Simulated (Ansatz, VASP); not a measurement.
**Two plane-wave programs on Zr3S2**

```
Zr S
1.0
     4.13287    0.00000    0.00000
    -2.06644    3.57917    0.00000
     0.00000    0.00000    6.41849
Zr S
3 2
Direct
  0.00000 0.00000 0.00000
  0.33333 0.66667 0.64946
  0.66667 0.33333 0.35054
  0.33333 0.66667 0.21899
  0.66667 0.33333 0.78101
```

Alike in both runs: functional PBE; k mesh 12 × 12 × 6; occupations gaussian, width 0.1 eV; no spin polarisation.

Ansatz relaxed the structure, and its values are those at the end. VASP's run is a single point on that final structure, the one shown.

|  | VASP | Ansatz |
| --- | --- | --- |
| version | VASP 6.6.1 | Ansatz 0.2.0 |
| potentials or method | VASP PAW PBE potentials, release 64 (Zr_sv, S), cutoff 520 eV | scalar-relativistic, plane waves, PAW |
| valence electrons in the cell | 48 | 48 |

```csv
,VASP,Ansatz,Ansatz less VASP
gap on the k mesh at the Fermi level (eV),none,none,-
pressure (GPa),0.0,0.0,-0.05
rms of the force components (eV/Å),0.001,0.003,+0.0016
```

A gap of «none» marks a metal or a gap that the smearing closes. The functional is the same, so the differences come from potentials, cutoffs and numerics.
